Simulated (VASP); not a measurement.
# NbAl2B3 (Cmmm) in VASP: further runs, part 2 of 2

VASP 6.6.1.

## (3) Single point, PBE

INCAR

```
SYSTEM = NbAl2B3
PREC = Accurate
ENCUT = 520
EDIFF = 1E-6
ISMEAR = 0
SIGMA = 0.1
LREAL = .False.
LASPH = .True.
NELM = 80
ALGO = Normal
ISIF = 2
LWAVE = .False.
LCHARG = .False.
GGA = PE
NBANDS = 23
```

KPOINTS

```
regular mesh
0
Gamma
  10 10 12
  0 0 0
```

POSCAR

```
NbAl2B3
1.0
    2.4541730388     -4.4730330217      0.0000000000
    2.4541730388      4.4730330217      0.0000000000
    0.0000000000      0.0000000000      2.9684405058
Al Nb B
2 1 3
Direct
    0.0000000000      0.5000000000      0.5000000000
    0.5000000000      0.0000000000      0.5000000000
    0.5000000000      0.5000000000      0.0000000000
    0.0994347007      0.9005652993      0.0000000000
    0.9005652993      0.0994347007      0.0000000000
    0.0000000000      0.0000000000      0.5000000000
```

Potentials or basis: VASP PAW PBE potentials, release 64 (Al, Nb_sv, B).

Command:

```console
$ cat potpaw_PBE.64/Al/POTCAR potpaw_PBE.64/Nb_sv/POTCAR potpaw_PBE.64/B/POTCAR > POTCAR
$ mpirun -np 1 vasp_std > vasp.out
```

OUTCAR:

```text
SYSTEM = NbAl2B3
   PREC = Accurate
   ENCUT = 520
   EDIFF = 1E-6
   ISMEAR = 0
   LREAL = .False.
   LASPH = .True.
   NELM = 80
   ISIF = 2
   GGA = PE

 ion  position               nearest neighbor table
   1  0.000  0.500  0.500-   4 2.35   5 2.35   4 2.35   5 2.35   2 2.45   2 2.45   6 2.55   6 2.55
                             3 2.95   3 2.95   3 2.95   3 2.95
   2  0.500  0.000  0.500-   4 2.35   5 2.35   4 2.35   5 2.35   1 2.45   1 2.45   6 2.55   6 2.55
                             3 2.95   3 2.95   3 2.95   3 2.95
   3  0.500  0.500  0.000-   1 2.95   2 2.95   1 2.95   2 2.95   2 2.95   2 2.95   1 2.95   1 2.95

   4  0.099  0.901  0.000-   6 1.73   6 1.73   5 1.78   2 2.35   1 2.35   2 2.35   1 2.35
   5  0.901  0.099  0.000-   6 1.73   6 1.73   4 1.78   2 2.35   1 2.35   2 2.35   1 2.35
   6  0.000  0.000  0.500-   4 1.73   5 1.73   4 1.73   5 1.73   1 2.55   2 2.55   1 2.55   2 2.55

  LATTYP: Found a base centered orthorhombic cell.
 ALAT       =     4.9083460776
 B/A-ratio  =     1.8226233240
 C/A-ratio  =     0.6047740846

  Lattice vectors:

 A1 = (   2.4541730388,  -4.4730330217,   0.0000000000)
 A2 = (   2.4541730388,   4.4730330217,   0.0000000000)
 A3 = (   0.0000000000,   0.0000000000,   2.9684405058)

Analysis of symmetry for initial positions (statically):
=====================================================================
 Subroutine PRICEL returns:
 Original cell was already a primitive cell.

 Routine SETGRP: Setting up the symmetry group for a
 base centered orthorhombic supercell.

 Subroutine GETGRP returns: Found  8 space group operations
 (whereof  8 operations were pure point group operations)
 out of a pool of  8 trial point group operations.

The static configuration has the point symmetry D_2h.

Analysis of symmetry for dynamics (positions and initial velocities):
=====================================================================
 Subroutine PRICEL returns:
 Original cell was already a primitive cell.

 Routine SETGRP: Setting up the symmetry group for a
 base centered orthorhombic supercell.

 Subroutine GETGRP returns: Found  8 space group operations
 (whereof  8 operations were pure point group operations)
 out of a pool of  8 trial point group operations.

The dynamic configuration has the point symmetry D_2h.

 Subroutine INISYM returns: Found  8 space group operations
 (whereof  8 operations are pure point group operations),
 and found     1 'primitive' translations

----------------------------------------------------------------------------------------

                                     Primitive cell

  volume of cell :      65.1727

  direct lattice vectors                    reciprocal lattice vectors
     2.454173039 -4.473033022  0.000000000     0.203734615 -0.111780977  0.000000000
     2.454173039  4.473033022  0.000000000     0.203734615  0.111780977  0.000000000
     0.000000000  0.000000000  2.968440506     0.000000000  0.000000000  0.336877225

  length of vectors
     5.102057400  5.102057400  2.968440506     0.232384983  0.232384983  0.336877225

  position of ions in fractional coordinates (direct lattice)
     0.000000000  0.500000000  0.500000000
     0.500000000  0.000000000  0.500000000
     0.500000000  0.500000000  0.000000000
     0.099434701  0.900565299  0.000000000
     0.900565299  0.099434701  0.000000000
     0.000000000  0.000000000  0.500000000

  ion indices of the primitive-cell ions
   primitive index   ion index
[... 21 lines left out ...]

  Length of vectors
     0.023238498  0.023238498  0.028073102

  Shift w.r.t. Gamma in fractional coordinates (k-lattice)
     0.000000000  0.000000000  0.000000000

 Subroutine IBZKPT returns following result:
 ===========================================

 Found    217 irreducible k-points:

 Following reciprocal coordinates:
            Coordinates               Weight
  0.000000  0.000000  0.000000      1.000000
  0.100000  0.000000  0.000000      4.000000
  0.200000  0.000000  0.000000      4.000000
  0.300000  0.000000  0.000000      4.000000
  0.400000  0.000000  0.000000      4.000000
  0.500000  0.000000  0.000000      2.000000
[... 16 lines left out ...]
  0.300000  0.300000  0.000000      2.000000
  0.400000  0.300000  0.000000      4.000000
 [... further k-points ...]
   k-points           NKPTS =    217   k-points in BZ     NKDIM =    217   number of bands    NBANDS=     23
   number of dos      NEDOS =    301   number of ions     NIONS =      6
   total plane-waves  NPLWV =  38400
   dimension x,y,z NGX =    40 NGY =   40 NGZ =   24
   dimension x,y,z NGXF=    80 NGYF=   80 NGZF=   48
   ions per type =               2   1   3
   NGX,Y,Z   is equivalent  to a cutoff of  13.03, 13.03, 13.44 a.u.
   NGXF,Y,Z  is equivalent  to a cutoff of  26.07, 26.07, 26.88 a.u.
 SYSTEM =  NbAl2B3
   PREC   = accura    normal or accurate (medium, high low for compatibility)
   ISTART =      0    job   : 0-new  1-cont  2-samecut
   ICHARG =      2    charge: 1-file 2-atom 10-const
   ISPIN  =      1    spin polarized calculation?
   LNONCOLLINEAR =      F non collinear calculations
   LSORBIT =      F    spin-orbit coupling
   LASPH  =      T    aspherical Exc in radial PAW
   ENCUT  =  520.0 eV  38.22 Ry    6.18 a.u.   9.49  9.49  5.52*2*pi/ulx,y,z
   NELM   =     80;   NELMIN=  2; NELMDL= -5     # of ELM steps
   EDIFF  = 0.1E-05   stopping-criterion for ELM
   LREAL  =      F    real-space projection
[... 7 lines left out ...]
   TEBEG  =    0.0;   TEEND  =   0.0 temperature during run
   PSTRESS=    0.0 pullay stress
   NELECT =      28.0000    total number of electrons
   NUPDOWN=      -1.0000    fix difference up-down
   EMIN   =  10.00;   EMAX   =-10.00  energy-range for DOS
   EFERMI =   0.00;   METHOD = LEGACY
   ISMEAR =     0;   SIGMA  =   0.10  broadening in eV -4-tet -1-fermi 0-gaus
   EFERMI_NEDOS =   21; number of points for ismear=-14 and -15
   IALGO  =     38    algorithm
   IMIX   =      4    mixing-type and parameters
     AMIX     =   0.40;   BMIX     =  1.00
     AMIX_MAG =   1.60;   BMIX_MAG =  1.00
  volume/ion in A,a.u.               =      10.86        73.30
  Fermi-wavevector in a.u.,A,eV,Ry     =   1.235300  2.334378 20.762015  1.525965
  Thomas-Fermi vector in A             =   2.369955
   LORBIT       =      0    0 simple, 1 ext, 2 COOP (PROOUT), +10 PAW based schemes
   GGA     = PE    functional components
   LHFCALC =     F    Hartree Fock is set to
   AEXX    =    0.0000 exact exchange contribution
   IVDW    =     0    specifies the selected vdW correction
   LEPSILON=     F    determine dielectric tensor
   LRPA    =     F    only Hartree local field effects (RPA)
 non-spin polarized calculation
 Gauss-broadening in eV      SIGMA  =   0.10
  energy-cutoff  :      520.00
  volume of cell :       65.17
 maximum number of plane-waves:      1781
 NGX is ok and might be reduce to    40
   NGX = 19   NGY = 19   NGZ = 11

 number of electron      28.0000001 magnetization

 Free energy of the ion-electron system (eV)
  ---------------------------------------------------
  ext. energy  EPLUGINS =         0.00000000
  ---------------------------------------------------
  free energy    TOTEN  =       -37.08033995 eV

  energy without entropy =      -37.06676953  energy(sigma->0) =      -37.07355474

 E-fermi :  10.0590     XC(G=0): -11.7666

 val. band max:       10.0553298407   @ k =  -0.3000   0.3000   0.4167
 cond. band min:      10.0609257198   @ k =   0.3000   0.1000   0.4167
 fundamental gap:      0.0055958790
 Fermi energy:        10.0590399669

 k-point     1 :       0.0000    0.0000    0.0000
  band No.  band energies     occupation
      1     -45.1629      2.00000
      2     -21.4176      2.00000
      3     -21.2102      2.00000
      4     -20.8049      2.00000
      5      -4.5547      2.00000
      6       1.1514      2.00000
[... 613 lines left out ...]
     22      17.2839      0.00000
     23      17.8879      0.00000

 [... further k-points ...]
[... 5 lines left out ...]
  --------------------------------------------------------------------------------------
  -------------------------------------------------------------------------------------
  Total       -0.0694695     -0.0591747     -0.0297750      0.0000000      0.0000000      0.0000000
  in kB       -1.7078094     -1.4547252     -0.7319759      0.0000000      0.0000000      0.0000000
  external PRESSURE =      -1.2981701 kB  Pullay stress =       0.0000000 kB

 VOLUME and BASIS-vectors are now :
 -----------------------------------------------------------------------------
  energy-cutoff  :      520.00
  volume of cell :       65.17
      direct lattice vectors                 reciprocal lattice vectors
     2.454173039 -4.473033022  0.000000000     0.203734615 -0.111780977  0.000000000
     2.454173039  4.473033022  0.000000000     0.203734615  0.111780977  0.000000000
     0.000000000  0.000000000  2.968440506     0.000000000  0.000000000  0.336877225

 POSITION                                       TOTAL-FORCE (eV/Angst)
 -----------------------------------------------------------------------------------
      1.22709      2.23652      1.48422        -0.000000      0.000000      0.000000
      1.22709     -2.23652      1.48422         0.000000      0.000000      0.000000
      2.45417      0.00000      0.00000        -0.000000      0.000000      0.000000
      2.45417      3.58348      0.00000        -0.000000     -0.001016     -0.000000
      2.45417     -3.58348      0.00000        -0.000000      0.001016      0.000000
      0.00000      0.00000      1.48422         0.000000     -0.000000      0.000000
 -----------------------------------------------------------------------------------
    total drift:                                0.000000     -0.000000     -0.000000

  FREE ENERGIE OF THE ION-ELECTRON SYSTEM (eV)
  ---------------------------------------------------
  free  energy   TOTEN  =       -37.0803399536 eV

  energy  without entropy=      -37.0667695252  energy(sigma->0) =      -37.07355474
```

OSZICAR:

```text
N       E                     dE             d eps       ncg     rms          rms(c)
DAV:   1     0.154963140871E+03    0.15496E+03   -0.13461E+04  9990   0.114E+03
DAV:   2    -0.295947715703E+02   -0.18456E+03   -0.17682E+03 12799   0.336E+02
DAV:   3    -0.414867602669E+02   -0.11892E+02   -0.11656E+02 17573   0.644E+01
DAV:   4    -0.419481660120E+02   -0.46141E+00   -0.45858E+00 14289   0.108E+01
DAV:   5    -0.419654550462E+02   -0.17289E-01   -0.17282E-01 15748   0.214E+00    0.114E+01
DAV:   6    -0.385129964909E+02    0.34525E+01   -0.30670E+01 14856   0.284E+01    0.660E+00
DAV:   7    -0.371398330211E+02    0.13732E+01   -0.98614E+00 14408   0.187E+01    0.311E+00
DAV:   8    -0.370959769299E+02    0.43856E-01   -0.34081E-01 13441   0.384E+00    0.164E+00
DAV:   9    -0.370822087144E+02    0.13768E-01   -0.79887E-02 16061   0.192E+00    0.415E-01
DAV:  10    -0.370805834858E+02    0.16252E-02   -0.57325E-03 15234   0.554E-01    0.231E-01
DAV:  11    -0.370803422946E+02    0.24119E-03   -0.17540E-03 14929   0.301E-01    0.331E-02
DAV:  12    -0.370803390989E+02    0.31957E-05   -0.70727E-05 12934   0.585E-02    0.165E-02
DAV:  13    -0.370803399536E+02   -0.85470E-06   -0.88539E-06 14107   0.259E-02
   1 F= -.37080340E+02 E0= -.37073555E+02  d E =-.135704E-01
```

Wall time 4.7 min (1 thread of AMD EPYC 7R13 (Zen 3), shared host); peak memory 0.39 GiB.

What came out:

- Free energy: -37.0803 eV
- Pressure: -0.1 GPa
- Band gap on the k mesh: zero (bands 14 and 15 overlap by 2.15 eV)

Stress tensor (GPa, compression positive):
```
-0.17  0.00  0.00
 0.00 -0.15  0.00
 0.00  0.00 -0.07
```

Levels at points of the mesh, in eV from the Fermi level:
| k point | band 10 | band 11 | band 12 | band 13 | band 14 | band 15 | band 16 | band 17 | band 18 | band 19 |
| --- | --- | --- | --- | --- | --- | --- | --- | --- | --- | --- |
| (0.00, 0.00, 0.00) | -4.64 | -3.12 | -3.09 | 0.23 | 1.35 | 1.50 | 1.58 | 2.73 | 3.03 | 3.95 |
| (0.50, 0.00, 0.00) | -3.83 | -2.46 | -2.42 | -0.30 | 1.45 | 1.49 | 1.96 | 2.29 | 2.31 | 3.45 |
| (0.50, 0.50, 0.00) | -3.93 | -3.49 | -2.29 | -1.58 | 0.39 | 0.59 | 1.45 | 1.65 | 3.09 | 3.15 |
| (0.00, 0.00, 0.50) | -4.49 | -3.59 | -3.57 | -3.35 | -2.22 | 0.96 | 1.46 | 2.37 | 2.82 | 2.98 |
| (0.50, 0.00, 0.50) | -4.73 | -4.30 | -3.70 | -0.91 | -0.79 | 0.19 | 0.62 | 0.88 | 1.50 | 4.62 |
| (0.50, 0.50, 0.50) | -3.59 | -2.42 | -2.38 | -1.88 | -1.68 | -0.63 | 2.07 | 2.26 | 3.49 | 3.57 |

## (4) Relaxation of cell and atoms, PBE

INCAR

```
SYSTEM = NbAl2B3
PREC = Accurate ; ENCUT = 600
EDIFF = 1E-6 ; ISMEAR = 0
SIGMA = 0.1 ; LREAL = .False.
LASPH = .True. ; NELM = 100
ALGO = Normal ; ISIF = 3
LWAVE = .False. ; LCHARG = .False.
GGA = PE ; IBRION = 2
NSW = 100 ; EDIFFG = -0.01
```

KPOINTS is that of step 3.

POSCAR

```
NbAl2B3
1.0
    2.4526131353     -4.5014434034      0.0000000000
    2.4526131353      4.5014434034      0.0000000000
    0.0000000000      0.0000000000      2.9537271112
Al Nb B
2 1 3
Direct
    0.0000000000      0.5000000000      0.5000000000
    0.5000000000      0.0000000000      0.5000000000
    0.5000000000      0.5000000000      0.0000000000
    0.0993196658      0.9006803342      0.0000000000
    0.9006803342      0.0993196658      0.0000000000
    0.0000000000      0.0000000000      0.5000000000
```

Command:

```console
$ cat potpaw_PBE.64/Al/POTCAR potpaw_PBE.64/Nb_sv/POTCAR potpaw_PBE.64/B/POTCAR > POTCAR
$ mpirun -np 1 vasp_std > vasp.out
```

It took 13 min on 1 thread of AMD EPYC 7R13 (Zen 3), shared host; peak memory 0.43 GiB.

It converged, with:

```yaml
Free_energy: -37.0831 eV
Relaxed_volume: 10.85 Å³/atom
Relaxed_cell: a = 5.098 Å, b = 5.098 Å, c = 2.968 Å, α = 90.00°, β = 90.00°, γ = 122.50°
Space_group_after_relaxing_to_0.1_Å: Cmmm (No. 65)
Energy_gained_by_relaxing: 0.5 meV/atom
Ionic_steps: 6
Pressure_after_relaxing: 0.1 GPa
Band_gap_on_the_k_mesh: zero (bands 14 and 15 overlap by 2.15 eV)
```

Forces in eV/Å, atoms in the order of the input:
```
Al   0.000  0.000  0.000
Al   0.000  0.000  0.000
Nb   0.000  0.000  0.000
B    0.000 -0.002  0.000
B    0.000  0.002  0.000
B    0.000  0.000  0.000
```

Step by step:
| step | energy change (eV) | largest force (eV/Å) | pressure (GPa) | volume (Å³) |
| --- | --- | --- | --- | --- |
| 1 | 0.0000 | 0.0779 | -0.03 | 65.22 |
| 2 | -0.0028 | 0.0804 | -0.06 | 65.20 |
| 3 | -0.0028 | 0.0649 | -0.06 | 65.20 |
| 4 | -0.0032 | 0.0241 | -0.06 | 65.16 |
| 5 | -0.0033 | 0.0108 | -0.05 | 65.12 |
| 6 | -0.0033 | 0.0022 | 0.08 | 65.08 |

Final structure:
```xyz
6
Lattice="2.4524 -4.4697 0.0000 2.4524 4.4697 0.0000 0.0000 0.0000 2.9684" Properties=species:S:1:pos:R:3 pbc="T T T"
Al    3.6786   -2.2349    1.4842
Al    1.2262   -2.2349    1.4842
Nb    2.4524    0.0000    0.0000
B     2.4524    3.5803    2.9684
B     2.4524   -3.5803    0.0000
B     2.4524   -4.4697    1.4842
```

Levels at points of the mesh, in eV from the Fermi level:
| k point | band 10 | band 11 | band 12 | band 13 | band 14 | band 15 | band 16 | band 17 | band 18 |
| --- | --- | --- | --- | --- | --- | --- | --- | --- | --- |
| (0.00, 0.00, 0.00) | -4.64 | -3.12 | -3.09 | 0.24 | 1.35 | 1.49 | 1.59 | 2.73 | 3.04 |
| (0.50, 0.00, 0.00) | -3.83 | -2.46 | -2.42 | -0.30 | 1.45 | 1.50 | 1.95 | 2.29 | 2.32 |
| (0.50, 0.50, 0.00) | -3.93 | -3.49 | -2.28 | -1.58 | 0.38 | 0.60 | 1.44 | 1.66 | 3.10 |
| (0.00, 0.00, 0.50) | -4.49 | -3.59 | -3.58 | -3.35 | -2.22 | 0.97 | 1.47 | 2.37 | 2.84 |
| (0.50, 0.00, 0.50) | -4.74 | -4.30 | -3.70 | -0.91 | -0.79 | 0.19 | 0.62 | 0.89 | 1.51 |
| (0.50, 0.50, 0.50) | -3.59 | -2.42 | -2.38 | -1.89 | -1.68 | -0.63 | 2.07 | 2.26 | 3.50 |

## (5) The runs side by side

| task | spin | cell | k mesh | cutoff (eV) | gap on the mesh (eV) | pressure (GPa) |
| --- | --- | --- | --- | --- | --- | --- |
| single point | collinear | a = 5.126, b = 5.126, c = 2.954 Å, angles 90.0, 90.0, 122.8°, 6 atoms, atomic positions A | 4 × 4 × 6 | 520 | none | -0.1 |
| single point | off | a = 5.102, b = 5.102, c = 2.968 Å, angles 90.0, 90.0, 122.5°, 6 atoms, atomic positions B | 10 × 10 × 12 | 520 | none | -0.1 |
| relaxation of cell and atoms | off | relaxed from a = 5.126, b = 5.126, c = 2.954 Å, angles 90.0, 90.0, 122.8°, 6 atoms, atomic positions A | 10 × 10 × 12 | 600 | none | 0.1 |

Alike in all rows: level PBE; potentials or basis VASP PAW PBE potentials, release 64 (Al, Nb_sv, B); smearing gaussian 0.1 eV.

Caveats: some runs use coarse meshes.

Total energies depend on the potentials used, so only differences within one code and one set of settings carry meaning.

The gap in the log of VASP goes by the Fermi energy; the results here count the filled bands.